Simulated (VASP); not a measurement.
# TaN (Amm2) in VASP: single point with PBE

Aim: the single point of TaN with PBE.

All numbers are computed with VASP 6.6.1; they aren't measurements. Logs are shortened: lines on timing, memory, paths and dates and some standing lists are left out, and cuts for length are marked.

**1. The cell of the first run**

Symmetry: Amm2, No. 38, orthorhombic system. Conventional cell: a = 2.883 Å, b = 2.820 Å, c = 5.292 Å, α = 90.00°, β = 90.00°, γ = 90.00°. Within 2.9 Å of Ta (site symmetry mm2) lie 6 N at 2.20 to 2.28 Å and 4 Ta at 2.82 to 2.88 Å. Within 2.9 Å of N (site symmetry mm2) lie 6 Ta at 2.20 to 2.28 Å and 4 N at 2.82 to 2.88 Å.

**2. Single point, PBE (strain -0.0400 x Voigt [1, -1, 0, 0, 0, 0])**

INCAR

```
SYSTEM = TaN
PREC = Accurate ; ENCUT = 520
EDIFF = 1E-7 ; ISMEAR = 0
SIGMA = 0.15 ; LREAL = .FALSE.
LASPH = .TRUE. ; NELM = 100
ALGO = Normal ; ISIF = 2
LWAVE = .FALSE. ; LCHARG = .FALSE.
GGA = PE ; NBANDS = 15
```

KPOINTS

```
regular mesh
0
G
  18 18 16
  0 0 0
```

POSCAR

```
TaN
1.0
    2.8204789041      0.0000000000      0.0000000000
   -1.4102394520      2.6461569136      0.0000000000
    0.0000000000      0.0000000000      2.8830000000
Ta N
1 1
Direct
    0.3333333333      0.6666666667      0.5000000000
    0.0000000000      0.0000000000      0.0000000000
```

Potentials or basis: VASP PAW PBE potentials, release 64 (Ta_pv, N).

On the command line:

```console
$ cat potpaw_PBE.64/Ta_pv/POTCAR potpaw_PBE.64/N/POTCAR > POTCAR
$ mpirun -np 1 vasp_std > vasp.out
```

OUTCAR:

```text
SYSTEM = TaN
   PREC = Accurate
   ENCUT = 520
   EDIFF = 1E-7
   ISMEAR = 0
   LREAL = .FALSE.
   LASPH = .TRUE.
   NELM = 100
   ISIF = 2
   GGA = PE

 ion  position               nearest neighbor table
   1  0.333  0.667  0.500-   2 2.20   2 2.20   2 2.20   2 2.20   2 2.28   2 2.28
   2  0.000  0.000  0.000-   1 2.20   1 2.20   1 2.20   1 2.20   1 2.28   1 2.28

  LATTYP: Found a base centered orthorhombic cell.
 ALAT       =     2.8204789041
 B/A-ratio  =     1.8763883749
 C/A-ratio  =     1.0221668369

  Lattice vectors:

 A1 = (   1.4102394520,  -2.6461569136,   0.0000000000)
 A2 = (   1.4102394521,   2.6461569136,   0.0000000000)
 A3 = (   0.0000000000,   0.0000000000,   2.8830000000)

Analysis of symmetry for initial positions (statically):
=====================================================================
 Subroutine PRICEL returns:
 Original cell was already a primitive cell.

 Routine SETGRP: Setting up the symmetry group for a
 base centered orthorhombic supercell.

 Subroutine GETGRP returns: Found  4 space group operations
 (whereof  4 operations were pure point group operations)
 out of a pool of  8 trial point group operations.

The static configuration has the point symmetry C_2v.

Analysis of symmetry for dynamics (positions and initial velocities):
=====================================================================
 Subroutine PRICEL returns:
 Original cell was already a primitive cell.

 Routine SETGRP: Setting up the symmetry group for a
 base centered orthorhombic supercell.

 Subroutine GETGRP returns: Found  4 space group operations
 (whereof  4 operations were pure point group operations)
 out of a pool of  8 trial point group operations.

The dynamic configuration has the point symmetry C_2v.

 Subroutine INISYM returns: Found  4 space group operations
 (whereof  4 operations are pure point group operations),
 and found     1 'primitive' translations

----------------------------------------------------------------------------------------

                                     Primitive cell

  volume of cell :      21.5171

  direct lattice vectors                    reciprocal lattice vectors
     2.820478904  0.000000000  0.000000000     0.354549718  0.188953269  0.000000000
    -1.410239452  2.646156914  0.000000000     0.000000000  0.377906539  0.000000000
     0.000000000  0.000000000  2.883000000     0.000000000  0.000000000  0.346860909

  length of vectors
     2.820478904  2.998486572  2.883000000     0.401757191  0.377906539  0.346860909

  position of ions in fractional coordinates (direct lattice)
     0.333333333  0.666666667  0.500000000
     0.000000000  0.000000000  0.000000000

  ion indices of the primitive-cell ions
   primitive index   ion index
                 1           1
                 2           2

----------------------------------------------------------------------------------------

 KPOINTS: regular mesh

Automatic generation of k-mesh.
 Grid dimensions read from file:
 generate k-points for:   18   18   16

 Generating k-lattice:

  Cartesian coordinates                     Fractional coordinates (reciprocal lattice)
     0.019697207  0.010497404  0.000000000     0.055555556  0.000000000  0.000000000
     0.000000000  0.020994808  0.000000000     0.000000000  0.055555556  0.000000000
     0.000000000  0.000000000  0.021678807     0.000000000  0.000000000  0.062500000

  Length of vectors
     0.022319844  0.020994808  0.021678807

  Shift w.r.t. Gamma in fractional coordinates (k-lattice)
     0.000000000  0.000000000  0.000000000

 Subroutine IBZKPT returns following result:
 ===========================================

 Found    819 irreducible k-points:

 Following reciprocal coordinates:
            Coordinates               Weight
  0.000000  0.000000  0.000000      1.000000
  0.055556  0.000000  0.000000      4.000000
  0.111111  0.000000  0.000000      4.000000
  0.166667  0.000000  0.000000      4.000000
  0.222222  0.000000  0.000000      4.000000
  0.277778  0.000000  0.000000      4.000000
[... 16 lines left out ...]
 -0.333333  0.055556  0.000000      4.000000
 -0.277778  0.055556  0.000000      4.000000
 [... further k-points ...]
   k-points           NKPTS =    819   k-points in BZ     NKDIM =    819   number of bands    NBANDS=     15
   number of dos      NEDOS =    301   number of ions     NIONS =      2
   total plane-waves  NPLWV =  13824
   dimension x,y,z NGX =    24 NGY =   24 NGZ =   24
   dimension x,y,z NGXF=    48 NGYF=   48 NGZF=   48
   ions per type =               1   1
   NGX,Y,Z   is equivalent  to a cutoff of  14.15, 13.31, 13.84 a.u.
   NGXF,Y,Z  is equivalent  to a cutoff of  28.29, 26.61, 27.68 a.u.
 SYSTEM =  TaN
   PREC   = accura    normal or accurate (medium, high low for compatibility)
   ISTART =      0    job   : 0-new  1-cont  2-samecut
   ICHARG =      2    charge: 1-file 2-atom 10-const
   ISPIN  =      1    spin polarized calculation?
   LNONCOLLINEAR =      F non collinear calculations
   LSORBIT =      F    spin-orbit coupling
   LASPH  =      T    aspherical Exc in radial PAW
   ENCUT  =  520.0 eV  38.22 Ry    6.18 a.u.   5.24  5.58  5.36*2*pi/ulx,y,z
   NELM   =    100;   NELMIN=  2; NELMDL= -5     # of ELM steps
   EDIFF  = 0.1E-06   stopping-criterion for ELM
   LREAL  =      F    real-space projection
   EDIFFG = 0.1E-05   stopping-criterion for IOM
   NSW    =      0    number of steps for IOM
   IBRION =     -1    ionic relax: 0-MD 1-quasi-New 2-CG
   NFREE  =      0    steps in history (QN), initial steepest desc. (CG)
   ISIF   =      2    stress and relaxation
   ISYM   =      2    0-nonsym 1-usesym 2-fastsym
   POTIM  = 0.5000    time-step for ionic-motion
   TEBEG  =    0.0;   TEEND  =   0.0 temperature during run
   PSTRESS=    0.0 pullay stress
   NELECT =      16.0000    total number of electrons
   NUPDOWN=      -1.0000    fix difference up-down
   EMIN   =  10.00;   EMAX   =-10.00  energy-range for DOS
   EFERMI =   0.00;   METHOD = LEGACY
   ISMEAR =     0;   SIGMA  =   0.15  broadening in eV -4-tet -1-fermi 0-gaus
   EFERMI_NEDOS =   21; number of points for ismear=-14 and -15
   IALGO  =     38    algorithm
   IMIX   =      4    mixing-type and parameters
     AMIX     =   0.40;   BMIX     =  1.00
     AMIX_MAG =   1.60;   BMIX_MAG =  1.00
  volume/ion in A,a.u.               =      10.76        72.60
  Fermi-wavevector in a.u.,A,eV,Ry     =   1.483157  2.802760 29.929480  2.199755
  Thomas-Fermi vector in A             =   2.596854
   LORBIT       =      0    0 simple, 1 ext, 2 COOP (PROOUT), +10 PAW based schemes
   GGA     = PE    functional components
   LHFCALC =     F    Hartree Fock is set to
   AEXX    =    0.0000 exact exchange contribution
   IVDW    =     0    specifies the selected vdW correction
   LEPSILON=     F    determine dielectric tensor
   LRPA    =     F    only Hartree local field effects (RPA)
 non-spin polarized calculation
 Gauss-broadening in eV      SIGMA  =   0.15
  energy-cutoff  :      520.00
  volume of cell :       21.52
 maximum number of plane-waves:       592
 NGX is ok and might be reduce to    24
   NGX = 11   NGY = 11   NGZ = 11

 number of electron      15.9999998 magnetization

 Free energy of the ion-electron system (eV)
  ---------------------------------------------------
  ext. energy  EPLUGINS =         0.00000000
  ---------------------------------------------------
  free energy    TOTEN  =       -22.33394103 eV

  energy without entropy =      -22.33322616  energy(sigma->0) =      -22.33358359

 E-fermi :   8.1943     XC(G=0): -13.3514

 val. band max:        8.1729378196   @ k =   0.5000  -0.0000   0.5000
 cond. band min:       8.2008450643   @ k =   0.2778   0.3333   0.0000
 fundamental gap:      0.0279072447
 Fermi energy:         8.1942830390

 k-point     1 :       0.0000    0.0000    0.0000
  band No.  band energies     occupation
      1     -26.5748      2.00000
      2     -26.3969      2.00000
      3     -26.1910      2.00000
      4      -9.5152      2.00000
      5       3.1426      2.00000
      6       4.1166      2.00000
      7       4.2389      2.00000
      8       5.3061      2.00000
      9      10.4446      0.00000
     10      11.3760      0.00000
     11      12.1269      0.00000
     12      12.4154      0.00000
     13      12.5082      0.00000
     14      21.4459      0.00000
     15      21.7156      0.00000

 k-point     2 :       0.0556    0.0000    0.0000
  band No.  band energies     occupation
      1     -26.5699      2.00000
      2     -26.4079      2.00000
      3     -26.2264      2.00000
      4      -9.4472      2.00000
      5       3.1436      2.00000
      6       3.9983      2.00000
      7       4.2860      2.00000
      8       5.2139      2.00000
      9      10.6829      0.00000
     10      11.3799      0.00000
     11      12.0950      0.00000
     12      12.2827      0.00000
     13      12.5849      0.00000
     14      21.4520      0.00000
     15      21.7139      0.00000

 k-point     3 :       0.1111    0.0000    0.0000
  band No.  band energies     occupation
      1     -26.5558      2.00000
      2     -26.4481      2.00000
      3     -26.3180      2.00000
      4      -9.2511      2.00000
      5       2.9915      2.00000
      6       3.7681      2.00000
      7       4.5383      2.00000
      8       4.9622      2.00000
      9      11.0660      0.00000
     10      11.5357      0.00000
     11      11.9958      0.00000
     12      12.0304      0.00000
     13      12.7908      0.00000
     14      21.4582      0.00000
     15      21.7067      0.00000

 k-point     4 :       0.1667    0.0000    0.0000
  band No.  band energies     occupation
      1     -26.5578      2.00000
      2     -26.5341      2.00000
      3     -26.4062      2.00000
      4      -8.9488      2.00000
      5       2.4697      2.00000
      6       3.8343      2.00000
      7       4.6095      2.00000
      8       4.9115      2.00000
      9      10.8729      0.00000
     10      11.7608      0.00000
     11      11.8431      0.00000
     12      12.4269      0.00000
     13      13.0485      0.00000
     14      21.4749      0.00000
     15      21.7008      0.00000
[... 307 lines left out ...]
 k-point    22 :      -0.3889    0.0556    0.0000
  band No.  band energies     occupation
      1     -27.2255      2.00000
      2     -26.5706      2.00000
      3     -26.4359      2.00000
      4      -7.5449      2.00000
      5       0.4804      2.00000
      6       3.3538      2.00000
      7       4.6268      2.00000
      8       5.3486      2.00000
      9      10.6624      0.00000
     10      11.1817      0.00000
     11      13.2660      0.00000
     12      13.5090      0.00000
     13      15.0814      0.00000
     14      21.6103      0.00000
     15      21.9024      0.00000

 k-point    23 :      -0.3333    0.0556    0.0000
  band No.  band energies     occupation
      1     -27.0688      2.00000
      2     -26.5320      2.00000
      3     -26.4598      2.00000
      4      -7.9085      2.00000
      5       0.9034      2.00000
      6       3.6330      2.00000
      7       4.4615      2.00000
      8       5.4657      2.00000
      9      10.3297      0.00000
     10      11.3764      0.00000
     11      12.7256      0.00000
     12      13.4350      0.00000
     13      14.4187      0.00000
     14      21.6251      0.00000
     15      21.9562      0.00000

 k-point    24 :      -0.2778    0.0556    0.0000
  band No.  band energies     occupation
      1     -26.8789      2.00000
      2     -26.4907      2.00000
      3     -26.4873      2.00000
      4      -8.3117      2.00000
      5       1.4574      2.00000
      6       3.9791      2.00000
      7       4.1851      2.00000
      8       5.4290      2.00000
      9      10.3391      0.00000
     10      11.5800      0.00000
     11      12.1974      0.00000
     12      13.3108      0.00000
     13      13.7229      0.00000
     14      21.5894      0.00000
     15      21.7664      0.00000

 [... further k-points ...]
[... 5 lines left out ...]
  --------------------------------------------------------------------------------------
  -------------------------------------------------------------------------------------
  Total        3.7268553     -1.7494204      0.9326265     -0.0000000      0.0000000      0.0000000
  in kB      277.5044929   -130.2631823     69.4440814     -0.0000000      0.0000000      0.0000000
  external PRESSURE =      72.2284640 kB  Pullay stress =       0.0000000 kB

 VOLUME and BASIS-vectors are now :
 -----------------------------------------------------------------------------
  energy-cutoff  :      520.00
  volume of cell :       21.52
      direct lattice vectors                 reciprocal lattice vectors
     2.820478904  0.000000000  0.000000000     0.354549718  0.188953269  0.000000000
    -1.410239452  2.646156914  0.000000000     0.000000000  0.377906539  0.000000000
     0.000000000  0.000000000  2.883000000     0.000000000  0.000000000  0.346860909

 POSITION                                       TOTAL-FORCE (eV/Angst)
 -----------------------------------------------------------------------------------
     -0.00000      1.76410      1.44150        -0.000000     -0.126131      0.000000
      0.00000      0.00000      0.00000         0.000000      0.126131      0.000000
 -----------------------------------------------------------------------------------
    total drift:                                0.000000     -0.000053      0.000000

  FREE ENERGIE OF THE ION-ELECTRON SYSTEM (eV)
  ---------------------------------------------------
  free  energy   TOTEN  =       -22.3339410341 eV

  energy  without entropy=      -22.3332261554  energy(sigma->0) =      -22.33358359
```

Run time: 77 s. Hardware: 1 thread of Intel Xeon 6975P-C (Granite Rapids), shared host; peak memory 0.36 GiB.

What came out:

- Free energy: -22.3339 eV
- Pressure: 7.2 GPa
- Largest force: 0.126 eV/Å
- Band gap on the k mesh: zero (band 8 reaches 8.32 eV, above the bottom of band 9 at 8.07 eV)

Forces in eV/Å, atoms in the order of the input:
```
Ta   0.000 -0.126  0.000
N    0.000  0.126  0.000
```

Levels at points of the mesh, in eV from the Fermi level:
```tsv
k point	band 6	band 7	band 8	band 9	band 10	band 11
(0.00, 0.00, 0.00)	-4.08	-3.96	-2.89	2.25	3.18	3.93
(0.50, 0.00, 0.00)	-5.14	-3.36	-3.26	2.90	3.80	5.19
(0.00, 0.50, 0.00)	-5.12	-3.55	-2.70	3.57	4.20	5.33
(0.00, 0.00, 0.50)	-3.86	-3.45	-0.80	0.85	2.46	2.92
(0.50, 0.00, 0.50)	-6.18	-5.83	-0.02	4.12	5.19	6.47
(0.00, 0.50, 0.50)	-6.05	-5.00	-0.80	4.37	5.26	5.91
```

Caveat: the cell differs from its parent crystal (strain -0.0400 x Voigt [1, -1, 0, 0, 0, 0]); spin-orbit coupling is left out, which moves the levels of the heavy elements.
